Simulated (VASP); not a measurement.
# ZnS (F-43m) in VASP: notebook

ZnS is run at these levels: PBE+D3(BJ), revPBE; tasks: single point.

All numbers are computed with VASP 6.6.1; they aren't measurements. Logs are shortened: lines on timing, memory, paths and dates and some standing lists are left out, and cuts for length are marked.

**1. The cell of the first run**

The structure is cubic, space group F-43m (No. 216). The conventional cell has a = 5.411 Å, b = 5.411 Å, c = 5.411 Å, α = 90.00°, β = 90.00°, γ = 90.00°. Within 3.1 Å of Zn (site symmetry -43m) lie 4 S at 2.34 Å. S (site symmetry -43m) has 4 Zn at 2.34 Å within 3.1 Å.

**2. Single point, PBE+D3(BJ)**

Contents of INCAR:

```
SYSTEM = ZnS
PREC = Accurate
ENCUT = 520
EDIFF = 1E-6
ISMEAR = 0
SIGMA = 0.05
LREAL = .FALSE.
LASPH = .TRUE.
NELM = 80
ALGO = Normal
ISIF = 2
LWAVE = .FALSE.
LCHARG = .FALSE.
GGA = PE
IVDW = 12
NBANDS = 16
```

Contents of KPOINTS:

```
Automatic mesh
0
G
  8 8 8
  0 0 0
```

Contents of POSCAR:

```
ZnS
1.0
    0.0000000000      2.7056591795      2.7056591795
    2.7056591795      0.0000000000      2.7056591795
    2.7056591795      2.7056591795      0.0000000000
Zn S
1 1
Direct
    0.0000000000      0.0000000000      0.0000000000
    0.7500000000      0.7500000000      0.7500000000
```

Potentials or basis: VASP PAW PBE potentials, release 64 (Zn, S).

The run is started by

```sh
$ cat potpaw_PBE.64/Zn/POTCAR potpaw_PBE.64/S/POTCAR > POTCAR
$ mpirun -np 1 vasp_std > vasp.out
```

OUTCAR:

```text
SYSTEM = ZnS
   PREC = Accurate
   ENCUT = 520
   EDIFF = 1E-6
   ISMEAR = 0
   LREAL = .FALSE.
   LASPH = .TRUE.
   NELM = 80
   ISIF = 2
   GGA = PE
   IVDW = 12
 IVDW          = 12

 ion  position               nearest neighbor table
   1  0.000  0.000  0.000-   2 2.34   2 2.34   2 2.34   2 2.34
   2  0.750  0.750  0.750-   1 2.34   1 2.34   1 2.34   1 2.34

  LATTYP: Found a face centered cubic cell.
 ALAT       =     5.4113183590

  Lattice vectors:

 A1 = (   0.0000000000,   2.7056591795,   2.7056591795)
 A2 = (   2.7056591795,   0.0000000000,   2.7056591795)
 A3 = (   2.7056591795,   2.7056591795,   0.0000000000)

Analysis of symmetry for initial positions (statically):
=====================================================================
 Subroutine PRICEL returns:
 Original cell was already a primitive cell.

 Routine SETGRP: Setting up the symmetry group for a
 face centered cubic supercell.

 Subroutine GETGRP returns: Found 24 space group operations
 (whereof 24 operations were pure point group operations)
 out of a pool of 48 trial point group operations.

The static configuration has the point symmetry T_d .

Analysis of symmetry for dynamics (positions and initial velocities):
=====================================================================
 Subroutine PRICEL returns:
 Original cell was already a primitive cell.

 Routine SETGRP: Setting up the symmetry group for a
 face centered cubic supercell.

 Subroutine GETGRP returns: Found 24 space group operations
 (whereof 24 operations were pure point group operations)
 out of a pool of 48 trial point group operations.

The dynamic configuration has the point symmetry T_d .

 Subroutine INISYM returns: Found 24 space group operations
 (whereof 24 operations are pure point group operations),
 and found     1 'primitive' translations

----------------------------------------------------------------------------------------

                                     Primitive cell

  volume of cell :      39.6141

  direct lattice vectors                    reciprocal lattice vectors
     0.000000000  2.705659180  2.705659180    -0.184797850  0.184797850  0.184797850
     2.705659180  0.000000000  2.705659180     0.184797850 -0.184797850  0.184797850
     2.705659180  2.705659180  0.000000000     0.184797850  0.184797850 -0.184797850

  length of vectors
     3.826379907  3.826379907  3.826379907     0.320079266  0.320079266  0.320079266

  position of ions in fractional coordinates (direct lattice)
     0.000000000  0.000000000  0.000000000
     0.750000000  0.750000000  0.750000000

  ion indices of the primitive-cell ions
   primitive index   ion index
                 1           1
                 2           2

----------------------------------------------------------------------------------------

 KPOINTS: Automatic mesh

Automatic generation of k-mesh.
 Grid dimensions read from file:
 generate k-points for:    8    8    8

 Generating k-lattice:

  Cartesian coordinates                     Fractional coordinates (reciprocal lattice)
    -0.023099731  0.023099731  0.023099731     0.125000000  0.000000000  0.000000000
     0.023099731 -0.023099731  0.023099731     0.000000000  0.125000000  0.000000000
     0.023099731  0.023099731 -0.023099731     0.000000000  0.000000000  0.125000000

  Length of vectors
     0.040009908  0.040009908  0.040009908

  Shift w.r.t. Gamma in fractional coordinates (k-lattice)
     0.000000000  0.000000000  0.000000000

 Subroutine IBZKPT returns following result:
 ===========================================

 Found     29 irreducible k-points:

 Following reciprocal coordinates:
            Coordinates               Weight
  0.000000  0.000000  0.000000      1.000000
  0.125000  0.000000  0.000000      8.000000
  0.250000  0.000000  0.000000      8.000000
  0.375000  0.000000  0.000000      8.000000
  0.500000  0.000000  0.000000      4.000000
  0.125000  0.125000  0.000000      6.000000
[... 16 lines left out ...]
  0.500000  0.250000  0.125000     48.000000
 -0.375000  0.250000  0.125000     24.000000
 [... further k-points ...]
   k-points           NKPTS =     29   k-points in BZ     NKDIM =     29   number of bands    NBANDS=     16
   number of dos      NEDOS =    301   number of ions     NIONS =      2
   total plane-waves  NPLWV =  21952
   dimension x,y,z NGX =    28 NGY =   28 NGZ =   28
   dimension x,y,z NGXF=    56 NGYF=   56 NGZF=   56
   ions per type =               1   1
   NGX,Y,Z   is equivalent  to a cutoff of  12.17, 12.17, 12.17 a.u.
   NGXF,Y,Z  is equivalent  to a cutoff of  24.33, 24.33, 24.33 a.u.
 SYSTEM =  ZnS
   PREC   = accura    normal or accurate (medium, high low for compatibility)
   ISTART =      0    job   : 0-new  1-cont  2-samecut
   ICHARG =      2    charge: 1-file 2-atom 10-const
   ISPIN  =      1    spin polarized calculation?
   LNONCOLLINEAR =      F non collinear calculations
   LSORBIT =      F    spin-orbit coupling
   LASPH  =      T    aspherical Exc in radial PAW
   ENCUT  =  520.0 eV  38.22 Ry    6.18 a.u.   7.11  7.11  7.11*2*pi/ulx,y,z
   NELM   =     80;   NELMIN=  2; NELMDL= -5     # of ELM steps
   EDIFF  = 0.1E-05   stopping-criterion for ELM
   LREAL  =      F    real-space projection
   EDIFFG = 0.1E-04   stopping-criterion for IOM
   NSW    =      0    number of steps for IOM
   IBRION =     -1    ionic relax: 0-MD 1-quasi-New 2-CG
   NFREE  =      0    steps in history (QN), initial steepest desc. (CG)
   ISIF   =      2    stress and relaxation
   ISYM   =      2    0-nonsym 1-usesym 2-fastsym
   POTIM  = 0.5000    time-step for ionic-motion
   TEBEG  =    0.0;   TEEND  =   0.0 temperature during run
   PSTRESS=    0.0 pullay stress
   NELECT =      18.0000    total number of electrons
   NUPDOWN=      -1.0000    fix difference up-down
   EMIN   =  10.00;   EMAX   =-10.00  energy-range for DOS
   EFERMI =   0.00;   METHOD = LEGACY
   ISMEAR =     0;   SIGMA  =   0.05  broadening in eV -4-tet -1-fermi 0-gaus
   EFERMI_NEDOS =   21; number of points for ismear=-14 and -15
   IALGO  =     38    algorithm
   IMIX   =      4    mixing-type and parameters
     AMIX     =   0.40;   BMIX     =  1.00
     AMIX_MAG =   1.60;   BMIX_MAG =  1.00
  volume/ion in A,a.u.               =      19.81       133.66
  Fermi-wavevector in a.u.,A,eV,Ry     =   1.258585  2.378381 21.552124  1.584036
  Thomas-Fermi vector in A             =   2.392187
   LORBIT       =      0    0 simple, 1 ext, 2 COOP (PROOUT), +10 PAW based schemes
   GGA     = PE    functional components
   LHFCALC =     F    Hartree Fock is set to
   AEXX    =    0.0000 exact exchange contribution
   IVDW    =    12    specifies the selected vdW correction
   LEPSILON=     F    determine dielectric tensor
   LRPA    =     F    only Hartree local field effects (RPA)
 non-spin polarized calculation
 Gauss-broadening in eV      SIGMA  =   0.05
  energy-cutoff  :      520.00
  volume of cell :       39.61
 maximum number of plane-waves:      1090
   NGX = 15   NGY = 15   NGZ = 15

 number of electron      17.9999997 magnetization

 Free energy of the ion-electron system (eV)
  ---------------------------------------------------
  ext. energy  EPLUGINS =         0.00000000
  ---------------------------------------------------
  free energy    TOTEN  =        -6.84870369 eV

  energy without entropy =       -6.84870369  energy(sigma->0) =       -6.84870369

 E-fermi :   2.2757     XC(G=0):  -9.6112

 val. band max:        2.0691615529   @ k =   0.0000   0.0000   0.0000
 cond. band min:       4.1654176357   @ k =   0.0000   0.0000   0.0000
 fundamental gap:      2.0962560828
 Fermi energy:         2.2756779280

 k-point     1 :       0.0000    0.0000    0.0000
  band No.  band energies     occupation
      1     -11.0428      2.00000
      2      -4.2540      2.00000
      3      -4.2540      2.00000
      4      -4.2540      2.00000
      5      -3.7606      2.00000
      6      -3.7606      2.00000
[... 8 lines left out ...]
     15      13.8273      0.00000
     16      13.9169      0.00000

 k-point     2 :       0.1250    0.0000    0.0000
  band No.  band energies     occupation
      1     -10.9269      2.00000
      2      -4.2524      2.00000
      3      -4.2331      2.00000
      4      -4.2331      2.00000
      5      -3.7622      2.00000
      6      -3.7622      2.00000
[... 8 lines left out ...]
     15      13.2371      0.00000
     16      14.7071      0.00000

 k-point     3 :       0.2500    0.0000    0.0000
  band No.  band energies     occupation
      1     -10.6243      2.00000
      2      -4.2043      2.00000
      3      -4.1875      2.00000
      4      -4.1875      2.00000
      5      -3.7590      2.00000
      6      -3.7590      2.00000
[... 8 lines left out ...]
     15      13.0383      0.00000
     16      14.2662      0.00000

 k-point     4 :       0.3750    0.0000    0.0000
  band No.  band energies     occupation
      1     -10.2809      2.00000
      2      -4.1513      2.00000
      3      -4.1513      2.00000
      4      -3.9867      2.00000
      5      -3.7424      2.00000
      6      -3.7424      2.00000
[... 8 lines left out ...]
     15      14.1411      0.00000
     16      14.1411      0.00000

 k-point     5 :       0.5000    0.0000    0.0000
  band No.  band energies     occupation
      1     -10.1232      2.00000
      2      -4.1399      2.00000
      3      -4.1399      2.00000
      4      -3.7306      2.00000
      5      -3.7306      2.00000
      6      -3.5592      2.00000
[... 8 lines left out ...]
     15      15.4669      0.00000
     16      15.4669      0.00000

 k-point     6 :       0.1250    0.1250    0.0000
  band No.  band energies     occupation
      1     -10.8882      2.00000
      2      -4.2730      2.00000
      3      -4.2152      2.00000
      4      -4.2152      2.00000
      5      -3.7769      2.00000
      6      -3.7497      2.00000
[... 8 lines left out ...]
     15      14.0283      0.00000
     16      15.2115      0.00000

 k-point     7 :       0.2500    0.1250    0.0000
  band No.  band energies     occupation
      1     -10.6470      2.00000
      2      -4.2632      2.00000
      3      -4.1669      2.00000
      4      -4.1658      2.00000
      5      -3.7845      2.00000
      6      -3.7396      2.00000
[... 8 lines left out ...]
     15      14.0087      0.00000
     16      15.7365      0.00000

 k-point     8 :       0.3750    0.1250    0.0000
  band No.  band energies     occupation
      1     -10.3121      2.00000
      2      -4.1825      2.00000
      3      -4.1239      2.00000
      4      -4.0642      2.00000
      5      -3.7588      2.00000
      6      -3.7278      2.00000
[... 8 lines left out ...]
     15      14.7640      0.00000
     16      15.1341      0.00000

 k-point     9 :       0.5000    0.1250    0.0000
  band No.  band energies     occupation
      1     -10.0835      2.00000
      2      -4.1421      2.00000
      3      -4.1087      2.00000
      4      -3.8135      2.00000
      5      -3.7276      2.00000
      6      -3.5998      2.00000
[... 8 lines left out ...]
     15      15.4857      0.00000
     16      15.5478      0.00000
[... 172 lines left out ...]
 k-point    19 :       0.5000    0.3750    0.0000
  band No.  band energies     occupation
      1      -9.8654      2.00000
      2      -4.2395      2.00000
      3      -3.9475      2.00000
      4      -3.9280      2.00000
      5      -3.6988      2.00000
      6      -3.5682      2.00000
[... 8 lines left out ...]
     15      15.7559      0.00000
     16      16.8664      0.00000

 k-point    20 :      -0.3750    0.3750    0.0000
  band No.  band energies     occupation
      1      -9.8372      2.00000
      2      -4.1701      2.00000
      3      -3.9746      2.00000
      4      -3.8634      2.00000
      5      -3.7257      2.00000
      6      -3.4174      2.00000
[... 8 lines left out ...]
     15      14.5359      0.00000
     16      17.8280      0.00000

 k-point    21 :       0.5000    0.5000    0.0000
  band No.  band energies     occupation
      1      -9.8138      2.00000
      2      -4.2770      2.00000
      3      -3.9143      2.00000
      4      -3.9143      2.00000
      5      -3.6860      2.00000
      6      -3.5457      2.00000
[... 8 lines left out ...]
     15      15.7802      0.00000
     16      16.5967      0.00000

 k-point    22 :       0.3750    0.2500    0.1250
  band No.  band energies     occupation
      1     -10.3871      2.00000
      2      -4.2291      2.00000
      3      -4.1226      2.00000
      4      -4.0955      2.00000
      5      -3.7825      2.00000
      6      -3.7229      2.00000
[... 8 lines left out ...]
     15      14.8425      0.00000
     16      17.1336      0.00000

 k-point    23 :       0.5000    0.2500    0.1250
  band No.  band energies     occupation
      1     -10.1002      2.00000
      2      -4.1428      2.00000
      3      -4.0919      2.00000
      4      -3.9491      2.00000
      5      -3.7429      2.00000
      6      -3.6877      2.00000
[... 8 lines left out ...]
     15      15.8140      0.00000
     16      16.3741      0.00000

 k-point    24 :      -0.3750    0.2500    0.1250
  band No.  band energies     occupation
      1      -9.9718      2.00000
      2      -4.1272      2.00000
      3      -4.0708      2.00000
      4      -3.8133      2.00000
      5      -3.7481      2.00000
      6      -3.4930      2.00000
[... 8 lines left out ...]
     15      15.5180      0.00000
     16      16.3109      0.00000

 [... further k-points ...]

------------------------ aborting loop because EDIFF is reached ----------------------------------------

 Edisp (eV)   -0.61362

 E8    (eV) :    -0.2413

  FORCE on cell =-STRESS in cart. coord.  units (eV):
  Direction    XX          YY          ZZ          XY          YZ          ZX
  --------------------------------------------------------------------------------------
  -------------------------------------------------------------------------------------
  Total      -0.31924    -0.31924    -0.31924    -0.00000    -0.00000     0.00000
  in kB     -12.91164   -12.91164   -12.91164    -0.00000    -0.00000     0.00000
  external pressure =      -12.91 kB  Pullay stress =        0.00 kB

 VOLUME and BASIS-vectors are now :
 -----------------------------------------------------------------------------
  energy-cutoff  :      520.00
  volume of cell :       39.61
      direct lattice vectors                 reciprocal lattice vectors
     0.000000000  2.705659180  2.705659180    -0.184797850  0.184797850  0.184797850
     2.705659180  0.000000000  2.705659180     0.184797850 -0.184797850  0.184797850
     2.705659180  2.705659180  0.000000000     0.184797850  0.184797850 -0.184797850

 POSITION                                       TOTAL-FORCE (eV/Angst)
 -----------------------------------------------------------------------------------
      0.00000      0.00000      0.00000         0.000000      0.000000      0.000000
      4.05849      4.05849      4.05849        -0.000000     -0.000000     -0.000000
 -----------------------------------------------------------------------------------
    total drift:                               -0.000000     -0.000000     -0.000001

  FREE ENERGIE OF THE ION-ELECTRON SYSTEM (eV)
  ---------------------------------------------------
  free  energy   TOTEN  =        -7.4623225629 eV

  energy  without entropy=       -7.4623225629  energy(sigma->0) =       -7.46232256
```

Wall time 21 s (1 thread of Intel Xeon Platinum 8488C (Sapphire Rapids), shared host); peak memory 0.17 GiB.

What came out:

- Free energy: -7.4623 eV
- Pressure: -1.3 GPa
- Band gap on the k mesh: 2.10 eV, direct
- Dispersion energy per atom: -0.307 eV

Levels at points of the mesh, in eV from the valence-band top:
| k point | band 6 | band 7 | band 8 | band 9 | band 10 | band 11 | band 12 | band 13 |
| --- | --- | --- | --- | --- | --- | --- | --- | --- |
| (0.00, 0.00, 0.00) | -5.83 | 0.00 | 0.00 | 0.00 | 2.10 | 6.40 | 6.40 | 6.40 |
| (0.50, 0.00, 0.00) | -5.63 | -5.26 | -0.86 | -0.86 | 3.30 | 6.93 | 6.93 | 8.86 |
| (0.50, 0.50, 0.00) | -5.61 | -4.54 | -2.20 | -2.20 | 3.42 | 4.07 | 10.95 | 11.94 |

**3. Single point, PBE+D3(BJ) (volume scaled by 1.04)**

Contents of INCAR:

```
SYSTEM = ZnS
  ALGO = Normal
  EDIFF = 1E-7
  ENCUT = 520
  GGA = PE
  ISIF = 2
  ISMEAR = 0
  IVDW = 12
  LASPH = .True.
  LCHARG = .True.
  LELF = .True.
  LREAL = .False.
  LVHAR = .True.
  LWAVE = .False.
  NBANDS = 16
  NELM = 80
  PREC = Accurate
  SIGMA = 0.05
```

Contents of KPOINTS:

```
k-points
0
Gamma
  8 8 8
  0 0 0
```

Contents of POSCAR:

```
ZnS
1.0
    0.0000000000      2.7232288872      2.7232288872
    2.7232288872      0.0000000000      2.7232288872
    2.7232288872      2.7232288872      0.0000000000
Zn S
1 1
Direct
    0.0000000000      0.0000000000      0.0000000000
    0.7500000000      0.7500000000      0.7500000000
```

Potentials or basis: VASP PAW PBE potentials, release 64 (Zn, S).

The run is started by

```sh
$ cat potpaw_PBE.64/Zn/POTCAR potpaw_PBE.64/S/POTCAR > POTCAR
$ mpirun -np 1 vasp_std > vasp.out
```

Run time: 23 s. Hardware: 1 thread of Intel Xeon Platinum 8488C (Sapphire Rapids), shared host; peak memory 0.18 GiB.

The run converged. Its results:

```
Free energy                : -7.4530 eV
Pressure                   : -2.6 GPa
Band gap on the k mesh     : 2.01 eV, direct
Dispersion energy per atom : -0.300 eV
```

Levels at points of the mesh, in eV from the valence-band top:
| k point | band 7 | band 8 | band 9 | band 10 | band 11 | band 12 |
| --- | --- | --- | --- | --- | --- | --- |
| (0.00, 0.00, 0.00) | 0.00 | 0.00 | 0.00 | 2.01 | 6.41 | 6.41 |
| (0.50, 0.00, 0.00) | -5.14 | -0.83 | -0.83 | 3.26 | 6.94 | 6.94 |
| (0.50, 0.50, 0.00) | -4.47 | -2.14 | -2.14 | 3.46 | 4.07 | 10.82 |

**4. Single point, revPBE**

Contents of INCAR:

```
SYSTEM = ZnS
  PREC = Accurate
  ENCUT = 520
  EDIFF = 1E-6
  ISMEAR = 0
  SIGMA = 0.05
  LREAL = .FALSE.
  LASPH = .TRUE.
  NELM = 60
  ALGO = Normal
  ISIF = 2
  LWAVE = .FALSE.
  LCHARG = .TRUE.
  GGA = RE
  LELF = .TRUE.
  LVHAR = .TRUE.
  NBANDS = 16
```

Contents of KPOINTS:

```
regular mesh
0
G
  8 8 8
  0 0 0
```

Contents of POSCAR:

```
ZnS
1.0
    0.0000000000      2.7046490548      2.7046490548
    2.7046490548      0.0000000000      2.7046490548
    2.7046490548      2.7046490548      0.0000000000
Zn S
1 1
Direct
    0.0000000000      0.0000000000      0.0000000000
    0.7500000000      0.7500000000      0.7500000000
```

The run is started by

```sh
$ cat potpaw_PBE.64/Zn/POTCAR potpaw_PBE.64/S/POTCAR > POTCAR
$ mpirun -np 1 vasp_std > vasp.out
```

Wall time 16 s (1 thread of Intel Xeon Platinum 8488C (Sapphire Rapids), shared host); peak memory 0.16 GiB.

The run converged. Its results:

| Item | Value |
| --- | --- |
| Free energy | -6.2654 eV |
| Pressure | 3.4 GPa |
| Band gap on the k mesh | 2.22 eV, direct |

Levels at points of the mesh, in eV from the valence-band top:
```
           k point  band 6  band 7  band 8  band 9  band 10  band 11  band 12  band 13
(0.00, 0.00, 0.00)   -5.80    0.00    0.00    0.00     2.22     6.44     6.44     6.44
(0.50, 0.00, 0.00)   -5.59   -5.23   -0.86   -0.86     3.39     6.97     6.97     9.01
(0.50, 0.50, 0.00)   -5.58   -4.51   -2.20   -2.20     3.52     4.15    11.09    12.02
```

Caveat: the PAW data sets were made with another functional, which shifts forces and pressure a little. Expect the measured gap to be larger: semilocal functionals such as revPBE lack the derivative discontinuity.

**5. Summary**

```tsv
level	cell	gap on the mesh (eV)	pressure (GPa)
PBE+D3(BJ)	a = 3.826 Å, angles 60.0°, 2 atoms	2.10	-1.3
PBE+D3(BJ)	a = 3.851 Å, angles 60.0°, 2 atoms	2.01	-2.6
revPBE	a = 3.825 Å, angles 60.0°, 2 atoms	2.22	3.4
```

Alike in all rows: task single point; potentials or basis VASP PAW PBE potentials, release 64 (Zn, S); no spin polarisation; k mesh 8 × 8 × 8; cutoff (eV) 520; smearing gaussian 0.05 eV.

Caveats: the PAW data sets were made with another functional, which shifts forces and pressure a little (some runs).

Total energies depend on the potentials used, so only differences within one code and one set of settings carry meaning.
